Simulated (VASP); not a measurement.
# Cu3N (Pm-3m) in VASP: further runs

The runs below take Cu3N through single point, relaxation of cell and atoms, with PBE.

Everything below comes from runs of VASP 6.6.1. Logs are shortened: lines on timing, memory, paths and dates and some standing lists are left out, and cuts for length are marked.

**1. The cell of the first run**

It takes space group Pm-3m (No. 221, cubic). Conventional cell: a = 3.494 Å, b = 3.494 Å, c = 3.494 Å, α = 90.00°, β = 90.00°, γ = 90.00°. Cu (site symmetry 4/mmm) has 2 N at 1.75 Å within 2.3 Å. Within 2.3 Å of N (site symmetry m-3m) lie 6 Cu at 1.75 Å.

**2. Single point, PBE**

File INCAR:

```
  ALGO = Normal
  EDIFF = 1E-6
  ENCUT = 600
  GGA = PE
  GGA_COMPAT = False
  ISIF = 2
  ISMEAR = 0
  LASPH = True
  LCHARG = False
  LREAL = False
  LWAVE = False
  NBANDS = 27
  NELM = 120
  PREC = Accurate
  SIGMA = 0.1
```

File KPOINTS:

```
k-points
0
Gamma
  12 12 12
```

File POSCAR:

```
Cu3N
1.0
    3.4939523626      0.0000000000      0.0000000000
    0.0000000000      3.4939523626      0.0000000000
    0.0000000000      0.0000000000      3.4939523626
Cu N
3 1
Direct
    0.5000000000      0.0000000000      0.0000000000
    0.0000000000      0.5000000000      0.0000000000
    0.0000000000      0.0000000000      0.5000000000
    0.0000000000      0.0000000000      0.0000000000
```

Potentials or basis: VASP PAW PBE potentials, release 64 (Cu, N).

Started as:

```
$ cat potpaw_PBE.64/Cu/POTCAR potpaw_PBE.64/N/POTCAR > POTCAR
$ mpirun -np 1 vasp_std > vasp.out
```

OUTCAR:

```text
EDIFF = 1E-6
   ENCUT = 600
   GGA = PE
   ISIF = 2
   ISMEAR = 0
   LASPH = True
   LREAL = False
   NELM = 120
   PREC = Accurate

 ion  position               nearest neighbor table
   1  0.500  0.000  0.000-   4 1.75   4 1.75   2 2.47   3 2.47   2 2.47   2 2.47   3 2.47   3 2.47
                             3 2.47   2 2.47
   2  0.000  0.500  0.000-   4 1.75   4 1.75   1 2.47   3 2.47   1 2.47   3 2.47   3 2.47   3 2.47
                             1 2.47   1 2.47
   3  0.000  0.000  0.500-   4 1.75   4 1.75   1 2.47   1 2.47   2 2.47   2 2.47   2 2.47   2 2.47
                             1 2.47   1 2.47
   4  0.000  0.000  0.000-   1 1.75   2 1.75   3 1.75   3 1.75   2 1.75   1 1.75

  LATTYP: Found a simple cubic cell.
 ALAT       =     3.4939523626

  Lattice vectors:

 A1 = (   3.4939523626,   0.0000000000,   0.0000000000)
 A2 = (   0.0000000000,   3.4939523626,   0.0000000000)
 A3 = (   0.0000000000,   0.0000000000,   3.4939523626)

Analysis of symmetry for initial positions (statically):
=====================================================================
 Subroutine PRICEL returns:
 Original cell was already a primitive cell.

 Routine SETGRP: Setting up the symmetry group for a
 simple cubic supercell.

 Subroutine GETGRP returns: Found 48 space group operations
 (whereof 48 operations were pure point group operations)
 out of a pool of 48 trial point group operations.

The static configuration has the point symmetry O_h .

Analysis of symmetry for dynamics (positions and initial velocities):
=====================================================================
 Subroutine PRICEL returns:
 Original cell was already a primitive cell.

 Routine SETGRP: Setting up the symmetry group for a
 simple cubic supercell.

 Subroutine GETGRP returns: Found 48 space group operations
 (whereof 48 operations were pure point group operations)
 out of a pool of 48 trial point group operations.

The dynamic configuration has the point symmetry O_h .

 Subroutine INISYM returns: Found 48 space group operations
 (whereof 48 operations are pure point group operations),
 and found     1 'primitive' translations

----------------------------------------------------------------------------------------

                                     Primitive cell

  volume of cell :      42.6531

  direct lattice vectors                    reciprocal lattice vectors
     3.493952363  0.000000000  0.000000000     0.286208825  0.000000000  0.000000000
     0.000000000  3.493952363  0.000000000     0.000000000  0.286208825  0.000000000
     0.000000000  0.000000000  3.493952363     0.000000000  0.000000000  0.286208825

  length of vectors
     3.493952363  3.493952363  3.493952363     0.286208825  0.286208825  0.286208825

  position of ions in fractional coordinates (direct lattice)
     0.500000000  0.000000000  0.000000000
     0.000000000  0.500000000  0.000000000
     0.000000000  0.000000000  0.500000000
     0.000000000  0.000000000  0.000000000

  ion indices of the primitive-cell ions
   primitive index   ion index
                 1           1
                 2           2
                 3           3
                 4           4

----------------------------------------------------------------------------------------

 KPOINTS: k-points

Automatic generation of k-mesh.
 Grid dimensions read from file:
 generate k-points for:   12   12   12

 Generating k-lattice:

  Cartesian coordinates                     Fractional coordinates (reciprocal lattice)
     0.023850735  0.000000000  0.000000000     0.083333333  0.000000000  0.000000000
     0.000000000  0.023850735  0.000000000     0.000000000  0.083333333  0.000000000
     0.000000000  0.000000000  0.023850735     0.000000000  0.000000000  0.083333333

  Length of vectors
     0.023850735  0.023850735  0.023850735

  Shift w.r.t. Gamma in fractional coordinates (k-lattice)
     0.000000000  0.000000000  0.000000000

 Subroutine IBZKPT returns following result:
 ===========================================

 Found     84 irreducible k-points:

 Following reciprocal coordinates:
            Coordinates               Weight
  0.000000  0.000000  0.000000      1.000000
  0.083333  0.000000  0.000000      6.000000
  0.166667  0.000000  0.000000      6.000000
  0.250000  0.000000  0.000000      6.000000
  0.333333  0.000000  0.000000      6.000000
  0.416667  0.000000  0.000000      6.000000
[... 16 lines left out ...]
  0.333333  0.333333  0.000000     12.000000
  0.416667  0.333333  0.000000     24.000000
 [... further k-points ...]
   k-points           NKPTS =     84   k-points in BZ     NKDIM =     84   number of bands    NBANDS=     27
   number of dos      NEDOS =    301   number of ions     NIONS =      4
   total plane-waves  NPLWV =  21952
   dimension x,y,z NGX =    28 NGY =   28 NGZ =   28
   dimension x,y,z NGXF=    56 NGYF=   56 NGZF=   56
   ions per type =               3   1
   NGX,Y,Z   is equivalent  to a cutoff of  13.32, 13.32, 13.32 a.u.
   NGXF,Y,Z  is equivalent  to a cutoff of  26.65, 26.65, 26.65 a.u.
 SYSTEM =  unknown system
   PREC   = accura    normal or accurate (medium, high low for compatibility)
   ISTART =      0    job   : 0-new  1-cont  2-samecut
   ICHARG =      2    charge: 1-file 2-atom 10-const
   ISPIN  =      1    spin polarized calculation?
   LNONCOLLINEAR =      F non collinear calculations
   LSORBIT =      F    spin-orbit coupling
   LASPH  =      T    aspherical Exc in radial PAW
   ENCUT  =  600.0 eV  44.10 Ry    6.64 a.u.   6.98  6.98  6.98*2*pi/ulx,y,z
   NELM   =    120;   NELMIN=  2; NELMDL= -5     # of ELM steps
   EDIFF  = 0.1E-05   stopping-criterion for ELM
   LREAL  =      F    real-space projection
   EDIFFG = 0.1E-04   stopping-criterion for IOM
   NSW    =      0    number of steps for IOM
   IBRION =     -1    ionic relax: 0-MD 1-quasi-New 2-CG
   NFREE  =      0    steps in history (QN), initial steepest desc. (CG)
   ISIF   =      2    stress and relaxation
   ISYM   =      2    0-nonsym 1-usesym 2-fastsym
   POTIM  = 0.5000    time-step for ionic-motion
   TEBEG  =    0.0;   TEEND  =   0.0 temperature during run
   PSTRESS=    0.0 pullay stress
   NELECT =      38.0000    total number of electrons
   NUPDOWN=      -1.0000    fix difference up-down
   EMIN   =  10.00;   EMAX   =-10.00  energy-range for DOS
   EFERMI =   0.00;   METHOD = LEGACY
   ISMEAR =     0;   SIGMA  =   0.10  broadening in eV -4-tet -1-fermi 0-gaus
   EFERMI_NEDOS =   21; number of points for ismear=-14 and -15
   IALGO  =     38    algorithm
   IMIX   =      4    mixing-type and parameters
     AMIX     =   0.40;   BMIX     =  1.00
     AMIX_MAG =   1.60;   BMIX_MAG =  1.00
  volume/ion in A,a.u.               =      10.66        71.96
  Fermi-wavevector in a.u.,A,eV,Ry     =   1.575261  2.976811 33.762118  2.481446
  Thomas-Fermi vector in A             =   2.676271
   LORBIT       =      0    0 simple, 1 ext, 2 COOP (PROOUT), +10 PAW based schemes
   GGA     = PE    functional components
   LHFCALC =     F    Hartree Fock is set to
   AEXX    =    0.0000 exact exchange contribution
   IVDW    =     0    specifies the selected vdW correction
   LEPSILON=     F    determine dielectric tensor
   LRPA    =     F    only Hartree local field effects (RPA)
 non-spin polarized calculation
 Gauss-broadening in eV      SIGMA  =   0.10
  energy-cutoff  :      600.00
  volume of cell :       42.65
 maximum number of plane-waves:      1452
 NGX is ok and might be reduce to    28
   NGX = 13   NGY = 13   NGZ = 13

 number of electron      38.0000061 magnetization

 Free energy of the ion-electron system (eV)
  ---------------------------------------------------
  ext. energy  EPLUGINS =         0.00000000
  ---------------------------------------------------
  free energy    TOTEN  =       -16.38245314 eV

  energy without entropy =      -16.38049759  energy(sigma->0) =      -16.38147536

 E-fermi :   8.0700     XC(G=0): -12.2348

 val. band max:        8.0688499160   @ k =   0.5000   0.4167   0.3333
 cond. band min:       8.1548290362   @ k =   0.5000   0.4167   0.0000
 fundamental gap:      0.0859791202
 Fermi energy:         8.0699696640

 k-point     1 :       0.0000    0.0000    0.0000
  band No.  band energies     occupation
      1     -11.4311      2.00000
      2       0.9253      2.00000
      3       1.7334      2.00000
      4       1.7334      2.00000
      5       1.7334      2.00000
      6       2.5151      2.00000
[... 19 lines left out ...]
     26      22.3127      0.00000
     27      22.3127      0.00000

 k-point     2 :       0.0833    0.0000    0.0000
  band No.  band energies     occupation
      1     -11.3907      2.00000
      2       0.9077      2.00000
      3       1.4685      2.00000
      4       1.5847      2.00000
      5       1.5847      2.00000
      6       2.5258      2.00000
[... 19 lines left out ...]
     26      21.8365      0.00000
     27      21.8565      0.00000

 k-point     3 :       0.1667    0.0000    0.0000
  band No.  band energies     occupation
      1     -11.2767      2.00000
      2       0.4408      2.00000
      3       1.3093      2.00000
      4       1.3093      2.00000
      5       1.3609      2.00000
      6       2.5555      2.00000
[... 19 lines left out ...]
     26      20.7640      0.00000
     27      20.9598      0.00000

 k-point     4 :       0.2500    0.0000    0.0000
  band No.  band energies     occupation
      1     -11.1120      2.00000
      2      -0.3529      2.00000
      3       1.0462      2.00000
      4       1.0462      2.00000
      5       1.6179      2.00000
      6       2.5977      2.00000
[... 19 lines left out ...]
     26      19.5593      0.00000
     27      20.0551      0.00000
[... 516 lines left out ...]
      4       0.2691      2.00000
      5       3.1184      2.00000
      6       3.2254      2.00000
[... 19 lines left out ...]
     26      19.9084      0.00000
     27      20.3172      0.00000

 k-point    23 :       0.3333    0.3333    0.0000
  band No.  band energies     occupation
      1     -10.4227      2.00000
      2      -1.3334      2.00000
      3      -1.2653      2.00000
      4       0.2567      2.00000
      5       2.8016      2.00000
      6       3.3208      2.00000
[... 19 lines left out ...]
     26      19.1353      0.00000
     27      22.2889      0.00000

 k-point    24 :       0.4167    0.3333    0.0000
  band No.  band energies     occupation
      1     -10.2783      2.00000
      2      -1.7475      2.00000
      3      -1.3516      2.00000
      4       0.1513      2.00000
      5       3.1239      2.00000
      6       3.4445      2.00000
[... 19 lines left out ...]
     26      19.7512      0.00000
     27      21.7257      0.00000

 [... further k-points ...]
[... 5 lines left out ...]
  --------------------------------------------------------------------------------------
  -------------------------------------------------------------------------------------
  Total       16.2143294     16.2143294     16.2143294      0.0000000     -0.0000000      0.0000000
  in kB      609.0579754    609.0579754    609.0579754      0.0000000     -0.0000000      0.0000000
  external PRESSURE =     609.0579754 kB  Pullay stress =       0.0000000 kB

 VOLUME and BASIS-vectors are now :
 -----------------------------------------------------------------------------
  energy-cutoff  :      600.00
  volume of cell :       42.65
      direct lattice vectors                 reciprocal lattice vectors
     3.493952363  0.000000000  0.000000000     0.286208825  0.000000000  0.000000000
     0.000000000  3.493952363  0.000000000     0.000000000  0.286208825  0.000000000
     0.000000000  0.000000000  3.493952363     0.000000000  0.000000000  0.286208825

 POSITION                                       TOTAL-FORCE (eV/Angst)
 -----------------------------------------------------------------------------------
      1.74698      0.00000      0.00000         0.000000      0.000000      0.000000
      0.00000      1.74698      0.00000         0.000000      0.000000      0.000000
      0.00000      0.00000      1.74698         0.000000      0.000000      0.000000
      0.00000      0.00000      0.00000         0.000000      0.000000      0.000000
 -----------------------------------------------------------------------------------
    total drift:                                0.000000      0.000000     -0.000000

  FREE ENERGIE OF THE ION-ELECTRON SYSTEM (eV)
  ---------------------------------------------------
  free  energy   TOTEN  =       -16.3824531415 eV

  energy  without entropy=      -16.3804975859  energy(sigma->0) =      -16.38147536
```

It took 2.2 min on 1 thread of Oxide Virtual Turin-like, shared host; peak memory 0.19 GiB.

What came out:

```
Free energy            : -16.3825 eV
Pressure               : 60.9 GPa
Band gap on the k mesh : zero (bands 19 and 20 overlap by 0.68 eV)
```

Caveat: the cell stands under pressure.

**3. Single point, PBE**

This run uses another cell than the first one, of 12.66 Å³/atom.

File INCAR:

```
SYSTEM = Cu3N
  PREC = Accurate
  ENCUT = 600
  EDIFF = 1E-6
  ISMEAR = 0
  SIGMA = 0.1
  LREAL = .FALSE.
  LASPH = .TRUE.
  NELM = 120
  ALGO = Normal
  ISIF = 2
  LWAVE = .FALSE.
  LCHARG = .TRUE.
  GGA = PE
  LELF = .TRUE.
  LVHAR = .TRUE.
  NBANDS = 27
  GGA_COMPAT = .FALSE.
```

File KPOINTS:

```
regular mesh
0
G
  12 12 12
  0 0 0
```

File POSCAR:

```
Cu3N
1.0
    3.6992748417      0.0000000000      0.0000000000
    0.0000000000      3.6992748417      0.0000000000
    0.0000000000      0.0000000000      3.6992748417
Cu N
3 1
Direct
    0.5000000000      0.0000000000      0.0000000000
    0.0000000000      0.5000000000      0.0000000000
    0.0000000000      0.0000000000      0.5000000000
    0.0000000000      0.0000000000      0.0000000000
```

Potentials or basis: VASP PAW PBE potentials, release 64 (Cu, N).

Started as:

```
$ cat potpaw_PBE.64/Cu/POTCAR potpaw_PBE.64/N/POTCAR > POTCAR
$ mpirun -np 1 vasp_std > vasp.out
```

Run time: 3 min. Hardware: 1 thread of Oxide Virtual Turin-like, shared host; peak memory 0.22 GiB.

It converged, with:

```
Free energy            : -18.1364 eV
Pressure               : 15.8 GPa
Band gap on the k mesh : zero (bands 19 and 20 overlap by 0.09 eV)
```

Levels at points of the mesh, in eV from the Fermi level:
```tsv
k point	band 16	band 17	band 18	band 19	band 20	band 21	band 22	band 23
(0.00, 0.00, 0.00)	-2.06	-2.06	-2.06	-2.00	1.28	5.68	5.68	6.75
(0.50, 0.00, 0.00)	-2.46	-2.06	-1.60	-1.60	1.85	3.43	7.40	7.42
(0.50, 0.50, 0.00)	-2.41	-1.21	-1.21	-0.79	-0.08	3.97	5.06	5.06
(0.50, 0.50, 0.50)	-2.10	0.02	0.02	0.02	0.52	0.52	0.52	6.15
```

Caveat: the cell stands under pressure; semilocal functionals underestimate gaps, and a narrow one can read as zero.

[end of part 1 of 2]

The gap in the log of VASP goes by the Fermi energy; the results here count the filled bands.